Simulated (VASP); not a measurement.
Here is a VASP 6.6.1 calculation.

INCAR

```
  ALGO = Normal
  EDIFF = 1E-7
  EDIFFG = -0.04
  ENCUT = 600
  GGA = PE
  IBRION = 2
  ISIF = 3
  ISMEAR = 0
  LASPH = T
  LCHARG = F
  LREAL = F
  LWAVE = F
  NELM = 80
  NSW = 90
  PREC = Accurate
  SIGMA = 0.1
```

File KPOINTS:

```
k-points
0
Gamma
  4 4 4
```

Contents of POSCAR:

```
Zr5N
1.0
    2.4880686100     -4.4782409300      0.0000000000
    2.4880686100      4.4782409300      0.0000000000
    0.0000000000      0.0000000000      4.8533255500
Zr N
5 1
Direct
    0.7259193300      0.2740806700      0.2605965500
    0.2740806700      0.7259193300      0.2605965500
    0.2740806700      0.7259193300      0.7394034500
    0.7259193300      0.2740806700      0.7394034500
    0.5000000000      0.5000000000      0.5000000000
    0.0000000000      0.0000000000      0.0000000000
```

Potentials or basis: VASP PAW PBE potentials, release 64 (Zr_sv, N).

The run is started by

```console
$ cat potpaw_PBE.64/Zr_sv/POTCAR potpaw_PBE.64/N/POTCAR > POTCAR
$ mpirun -np 1 vasp_std > vasp.out
```

(1) Predict the relaxed cell.

(2) What does it give for the band gap on the k mesh?

(3) Predict the space group after relaxing (to 0.1 Å).

(4) What does it give for the relaxed volume?

Results:

(1) a = 5.821 Å, b = 5.821 Å, c = 7.015 Å, α = 90.00°, β = 90.00°, γ = 145.57°.

(2) zero (an odd number of electrons rules out a gap without spin polarisation).

(3) Cmmm (No. 65).

(4) 22.40 Å³/atom.

Caveat: the k points lie up to 0.48 Å⁻¹ apart in the final cell, too coarse for converged energies and pressures of a metal; the volume moved by over 15 % at a fixed basis, so the end points are rough.
